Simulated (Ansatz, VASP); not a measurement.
# Rb in VASP and in Ansatz

File INCAR:

```
SYSTEM = Rb
ALGO = Normal
EDIFF = 1E-6
ENCUT = 520
GGA = RE
ISIF = 2
ISMEAR = -1
LASPH = .TRUE.
LCHARG = .TRUE.
LELF = .TRUE.
LREAL = .FALSE.
LVHAR = .TRUE.
LWAVE = .FALSE.
NBANDS = 10
NELM = 80
PREC = Accurate
SIGMA = 0.1
```

KPOINTS

```
k-points
0
G
  9 9 9
  0 0 0
```

POSCAR

```
Rb
1.0
    0.0000000000      3.5269387776      3.5269387776
    3.5269387776      0.0000000000      3.5269387776
    3.5269387776      3.5269387776      0.0000000000
Rb
1
Direct
    0.0000000000      0.0000000000      0.0000000000
```

Input for Ansatz:

```yaml
crystal:
  lattice:
    - [0.0, 3.5269387776, 3.5269387776]
    - [3.5269387776, 0.0, 3.5269387776]
    - [3.5269387776, 3.5269387776, 0.0]
  atoms:
    - { symbol: Rb, position: [0.0, 0.0, 0.0] }
hamiltonian:
  xc: revpbe
  pseudopotentials:
    kind: paw
    azcp:
      Rb: "pseudopotentials/Rb.paw.azcp"
basis:
  ecutwfc: 420
  fft_grid_basis: typed
kpoints:
  mp_grid: { grid: [9, 9, 9], shift: [0, 0, 0] }
magnetization:
  spin_polarized: false
scf:
  occupations: { method: fermi_dirac, width: 0.1 }
  lower_state_search: "off"
output:
  stress: true
```

Alike in both runs: task single point; functional revPBE; k mesh 9 × 9 × 9; occupations fermi-dirac, width 0.1 eV; no spin polarisation.

|  | VASP | Ansatz |
| --- | --- | --- |
| version | VASP 6.6.1 | Ansatz 0.2.0 |
| potentials or method | VASP PAW PBE potentials, release 64 (Rb_sv), cutoff 520 eV | plane waves (420 eV) with PAW, scalar-relativistic |
| valence electrons in the cell | 9 | 9 |

|  | VASP | Ansatz | Ansatz less VASP |
| --- | --- | --- | --- |
| pressure (GPa) | 0.4 | 0.4 | 0.00 |

VASP's potentials were made for PBE, not for revPBE. With one functional, cell and mesh, what is left measures potentials, basis and numerics.
